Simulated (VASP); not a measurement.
Here is a VASP 6.6.1 calculation.

INCAR

```
SYSTEM = Mg
PREC     = Accurate       ! precision mode
ENCUT    = 600            ! plane-wave cutoff, eV
EDIFF    = 1E-6           ! SCF threshold, eV
ISMEAR   = 0              ! smearing method
SIGMA    = 0.1            ! smearing width, eV
LREAL    = .FALSE.        ! projectors in reciprocal space
LASPH    = .TRUE.         ! aspherical terms in the spheres
NELM     = 200            ! most SCF steps
ALGO     = Normal         ! electronic algorithm
ISIF     = 2              ! what is computed and relaxed
LWAVE    = .FALSE.        ! write WAVECAR
LCHARG   = .FALSE.        ! write CHGCAR
ISPIN    = 2              ! spin polarisation
MAGMOM   = 0              ! initial moments
LORBIT   = 11             ! projections on sites
GGA      = PE             ! functional
NBANDS   = 11             ! bands
NELECT   = 2.5          
GGA_COMPAT= .FALSE.
```

Contents of KPOINTS:

```
regular mesh
0
G
  4 4 4
  0 0 0
```

POSCAR

```
Mg
1.0
   -1.8359916300      1.8359916300      1.6794040200
    1.8359916300     -1.8359916300      1.6794040200
    1.8359916300      1.8359916300     -1.6794040200
Mg
1
Direct
    0.9340000000      0.9950000000      0.7750000000
```

Potentials or basis: VASP PAW PBE potentials, release 64 (Mg).

Launch:

```sh
$ cat potpaw_PBE.64/Mg/POTCAR > POTCAR
$ mpirun -np 1 vasp_std > vasp.out
```

Task: Estimate the net moment.

Result: 0.00 μB per cell.

Caveat: the k points lie up to 0.63 Å⁻¹ apart; the cell carries a net charge on a neutralising background, which shifts energy and pressure.
